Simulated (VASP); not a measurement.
# Ag7B16 (a cell with a defect) in VASP: a series of runs, part 2 of 2

VASP 6.6.1.

**3. Single point, PBE**

INCAR reads:

```
SYSTEM = Ag7B16
  PREC = Accurate
  ENCUT = 520
  EDIFF = 1E-6
  ISMEAR = 1
  SIGMA = 0.15
  LREAL = Auto
  LASPH = .True.
  NELM = 60
  ALGO = Normal
  ISIF = 2
  LWAVE = .False.
  LCHARG = .False.
  GGA = PE
  NBANDS = 80
```

KPOINTS reads:

```
Automatic mesh
0
Gamma
  3 3 2
  0 0 0
```

POSCAR reads:

```
Ag7B16
1.0
    6.0260560000      0.0000000000      0.0000000000
   -3.0130280000      5.2187260000      0.0000000000
    0.0000000000      0.0000000000      6.5081400000
B Ag
16 7
Direct
    0.1645387223      0.3379685004      0.2579709410
    0.3370679224      0.1618933433      0.2511539395
    0.1645391569      0.3379700333      0.7425413405
    0.3370676864      0.1618935349      0.7493581884
    0.1669441283      0.8297887262      0.2740892175
    0.3298444991      0.6669315461      0.2740778471
    0.1669426467      0.8297864268      0.7264229104
    0.3298432091      0.6669296300      0.7264341271
    0.6648905238      0.3459800342      0.2346622845
    0.8460422515      0.1648507701      0.2346490702
    0.6648902057      0.3459827169      0.7658498434
    0.8460444088      0.1648507701      0.7658632113
    0.6619940202      0.8370270829      0.2512069501
    0.8379876802      0.6645267446      0.2580333244
    0.6619924685      0.8370249751      0.7493050242
    0.8379872457      0.6645252117      0.7424789571
    0.0037221294     -0.0231893761      0.0002581383
    0.0175607027     -0.0001690068      0.5002541433
   -0.0010046539      0.4990212171      0.0002532214
   -0.3845426464      0.1153641713      0.5002556798
    0.4899789810     -0.0101277592      0.0002585992
    0.4768200646      0.5036426515      0.0002556798
    0.4997294730      0.5173678404      0.5002564481
```

Potentials or basis: VASP PAW PBE potentials, release 64 (B, Ag).

Launch:

```sh
cat potpaw_PBE.64/B/POTCAR potpaw_PBE.64/Ag/POTCAR > POTCAR
mpirun -np 1 vasp_std > vasp.out
```

OUTCAR:

```text
SYSTEM = Ag7B16
   PREC = Accurate
   ENCUT = 520
   EDIFF = 1E-6
   ISMEAR = 1
   LREAL = Auto
   LASPH = .True.
   NELM = 60
   ISIF = 2
   GGA = PE

 ion  position               nearest neighbor table
   1  0.165  0.338  0.258-  10 1.67   6 1.72   2 1.82  22 2.34  23 2.36  18 2.37  19 2.39  17 2.53

   2  0.337  0.162  0.251-   9 1.72   5 1.74   1 1.82  18 2.33  21 2.35  17 2.39  22 2.43  20 2.45
                            23 2.47
   3  0.165  0.338  0.743-  12 1.67   8 1.72   4 1.82  22 2.34  23 2.36  18 2.37  19 2.39  17 2.53
[... 27 lines left out ...]
  17  0.004  0.977  0.000-  14 2.34  16 2.34  10 2.36  12 2.36   2 2.39   4 2.39   5 2.41   7 2.41
                            13 2.43  15 2.43   1 2.53   3 2.53  19 2.87  21 2.89  22 3.03  22 3.03
  18  0.018  1.000  0.500-   5 2.22   7 2.22   2 2.33   4 2.33  14 2.36  16 2.36   1 2.37   3 2.37
                            10 2.46  12 2.46  13 2.47  15 2.47  20 2.84  23 3.02  23 3.02  17 3.26
  19  0.999  0.499  0.000-  11 2.32   9 2.32  12 2.32  10 2.32  16 2.39   3 2.39  14 2.39   1 2.39
                             7 2.48   5 2.48   8 2.48   6 2.48  17 2.87  22 2.87  21 2.96  21 3.07
  20  0.615  0.115  0.500-  10 2.14  12 2.14   9 2.14  11 2.14  13 2.45  15 2.45   2 2.45   4 2.45
                             6 2.79   8 2.79   5 2.79   7 2.79  18 2.84  23 2.84  18 3.31  23 3.31
  21  0.490  0.990  0.000-  13 2.35  15 2.35   2 2.35   4 2.35  10 2.40  12 2.40   9 2.40  11 2.40
                             6 2.45   8 2.45   5 2.45   7 2.45  22 2.89  17 2.89  19 2.96  19 3.07
  22  0.477  0.504  0.000-   3 2.34   1 2.34  11 2.36   9 2.36  15 2.39  13 2.39   8 2.41   6 2.41
                             4 2.43   2 2.43  16 2.53  14 2.53  19 2.87  21 2.89  17 3.03  17 3.03
  23  0.500  0.517  0.500-   8 2.22   6 2.22  15 2.33  13 2.33   3 2.36   1 2.36  16 2.37  14 2.37
                            11 2.46   9 2.46   4 2.47   2 2.47  20 2.84  18 3.02  18 3.02  22 3.26

  LATTYP: Found a hexagonal cell.
 ALAT       =     6.0260560000
 C/A-ratio  =     1.0799999203

  Lattice vectors:

 A1 = (   6.0260560000,   0.0000000000,   0.0000000000)
 A2 = (  -3.0130280000,   5.2187260000,   0.0000000000)
 A3 = (   0.0000000000,   0.0000000000,   6.5081400000)

Analysis of symmetry for initial positions (statically):
=====================================================================
 Subroutine PRICEL returns:
 Original cell was already a primitive cell.

 Routine SETGRP: Setting up the symmetry group for a
[... 183 lines left out ...]
  volume of cell :      204.67
 maximum number of plane-waves:      5521
 NGX is ok and might be reduce to    48
   NGX = 23   NGY = 23   NGZ = 25

 number of electron     124.9999982 magnetization

 Free energy of the ion-electron system (eV)
  ---------------------------------------------------
  ext. energy  EPLUGINS =         0.00000000
  ---------------------------------------------------
  free energy    TOTEN  =      -106.31068969 eV

  energy without entropy =     -106.33149097  energy(sigma->0) =     -106.31762345

 E-fermi :   9.4031     XC(G=0): -12.7502

 val. band max:        9.3033906927   @ k =   0.3333   0.3333   0.0000
 cond. band min:       9.4444304035   @ k =  -0.3333   0.3333   0.0000
 fundamental gap:      0.1410397108
 Fermi energy:         9.4030946995

 k-point     1 :       0.0000    0.0000    0.0000
  band No.  band energies     occupation
      1      -4.5471      2.00000
      2      -2.4849      2.00000
      3      -1.3475      2.00000
      4      -1.0223      2.00000
      5      -0.9123      2.00000
      6      -0.8350      2.00000
[... 759 lines left out ...]
     73      14.9284      0.00000
     74      15.2325      0.00000
 [bands above 74 left out]

------------------------ aborting loop because EDIFF is reached ----------------------------------------

  FORCE on cell =-STRESS in cart. coord.  units (eV):
  Direction    XX          YY          ZZ          XY          YZ          ZX
  --------------------------------------------------------------------------------------
  -------------------------------------------------------------------------------------
  Total       36.4957146     38.1612180     71.0095635      1.4449174      0.0000000      0.0000000
  in kB      285.6918878    298.7296048    555.8695445     11.3109497      0.0000000      0.0000000
  external PRESSURE =     380.0970124 kB  Pullay stress =       0.0000000 kB

 VOLUME and BASIS-vectors are now :
 -----------------------------------------------------------------------------
  energy-cutoff  :      520.00
  volume of cell :      204.67
      direct lattice vectors                 reciprocal lattice vectors
     6.026056000  0.000000000  0.000000000     0.165946018  0.095808824  0.000000000
    -3.013028000  5.218726000  0.000000000     0.000000000  0.191617648  0.000000000
     0.000000000  0.000000000  6.508140000     0.000000000  0.000000000  0.153653732

 POSITION                                       TOTAL-FORCE (eV/Angst)
 -----------------------------------------------------------------------------------
     -0.02679      1.76377      1.67891         0.057759      0.009444      0.024895
      1.54340      0.84488      1.63454         0.011942      0.083823     -0.027016
     -0.02679      1.76377      4.83256         0.057759      0.009444     -0.024895
      1.54340      0.84488      4.87693         0.011942      0.083823      0.027016
     -1.49416      4.33044      1.78381         0.007313      0.027811     -0.030059
     -0.02182      3.48053      1.78374         0.021696      0.019214     -0.029246
[... 15 lines left out ...]
      1.35586      2.62837      0.00166         0.035681     -0.066431      0.000000
      1.45255      2.70000      3.25574         0.081879      0.101197      0.000000
 -----------------------------------------------------------------------------------
    total drift:                               -0.000464     -0.005073      0.037693

  FREE ENERGIE OF THE ION-ELECTRON SYSTEM (eV)
  ---------------------------------------------------
  free  energy   TOTEN  =      -106.3106896931 eV

  energy  without entropy=     -106.3314909670  energy(sigma->0) =     -106.31762345
```

OSZICAR:

```text
N       E                     dE             d eps       ncg     rms          rms(c)
DAV:   1     0.767110061040E+03    0.76711E+03   -0.60585E+04  1600   0.152E+03
DAV:   2    -0.882422476544E+02   -0.85535E+03   -0.81267E+03  1696   0.353E+02
DAV:   3    -0.138614016140E+03   -0.50372E+02   -0.48735E+02  1880   0.833E+01
DAV:   4    -0.139590161701E+03   -0.97615E+00   -0.97054E+00  1864   0.113E+01
DAV:   5    -0.139609442824E+03   -0.19281E-01   -0.19263E-01  1888   0.140E+00    0.468E+01
DAV:   6    -0.109071156850E+03    0.30538E+02   -0.14960E+02  1824   0.766E+01    0.447E+01
DAV:   7    -0.106861756710E+03    0.22094E+01   -0.26864E+01  1752   0.292E+01    0.220E+01
DAV:   8    -0.106409257221E+03    0.45250E+00   -0.30117E+00  1840   0.103E+01    0.536E+00
DAV:   9    -0.106322987138E+03    0.86270E-01   -0.28329E-01  1816   0.473E+00    0.169E+00
DAV:  10    -0.106313740220E+03    0.92469E-02   -0.81366E-02  1832   0.202E+00    0.491E-01
DAV:  11    -0.106311120556E+03    0.26197E-02   -0.11715E-02  1784   0.542E-01    0.239E-01
DAV:  12    -0.106310682169E+03    0.43839E-03   -0.20615E-03  1800   0.291E-01    0.783E-02
DAV:  13    -0.106310671480E+03    0.10689E-04   -0.23958E-04  1848   0.764E-02    0.322E-02
DAV:  14    -0.106310685609E+03   -0.14130E-04   -0.31137E-05  1808   0.295E-02    0.149E-02
DAV:  15    -0.106310689363E+03   -0.37541E-05   -0.64951E-06  1768   0.155E-02    0.481E-03
DAV:  16    -0.106310689693E+03   -0.32986E-06   -0.11367E-06  1192   0.629E-03
   1 F= -.10631069E+03 E0= -.10631762E+03  d E =0.208013E-01
```

stdout:

```text
POSCAR found type information on POSCAR B Ag
 POSCAR found :  2 types and      23 ions
 scaLAPACK will be used
 LDA part: xc-table for (Slater+PW92), standard interpolation
 POSCAR, INCAR and KPOINTS ok, starting setup
 FFT: planning ... GRIDC
 FFT: planning ... GRID_SOFT
 FFT: planning ... GRID
 WAVECAR not read
 entering main loop
```

Wall time 4.9 min (1 thread of Intel Xeon Platinum 8488C (Sapphire Rapids), shared host); peak memory 0.37 GiB.

Results:

```
Free energy            : -106.3107 eV
Pressure               : 38.0 GPa
Largest force          : 1.139 eV/Å
Band gap on the k mesh : zero (an odd number of electrons rules out a gap without spin polarisation)
```

Forces on the atoms (eV/Å):
```
B    0.058  0.009  0.025
B    0.012  0.084 -0.027
B    0.058  0.009 -0.025
B    0.012  0.084  0.027
B    0.007  0.028 -0.030
B    0.022  0.019 -0.029
B    0.007  0.028  0.030
B    0.022  0.019  0.029
B    0.205 -0.001  0.111
B   -0.105  0.177  0.110
B    0.205 -0.001 -0.111
B   -0.105  0.177 -0.110
B    0.064  0.050 -0.028
B   -0.021  0.051  0.024
B    0.064  0.050  0.028
B   -0.021  0.051 -0.024
Ag  -0.077 -0.004  0.000
Ag   0.046  0.121  0.000
Ag   0.001  0.002  0.000
Ag  -0.570 -0.987  0.000
Ag   0.000 -0.001  0.000
Ag   0.036 -0.066  0.000
Ag   0.082  0.101  0.000
```

Stress tensor (GPa, compression positive):
```
28.57  1.13  0.00
 1.13 29.87  0.00
 0.00  0.00 55.59
```

Levels at points of the mesh, in eV from the Fermi level:
```csv
k point,band 60,band 61,band 62,band 63,band 64,band 65
"(0.00, 0.00, 0.00)",0.21,0.24,0.25,0.55,0.59,0.74
"(0.00, 0.00, 0.50)",0.17,0.46,0.68,0.78,0.82,0.96
```

Caveat: the k points lie up to 0.48 Å⁻¹ apart, too coarse for converged energies and pressures of a metal.
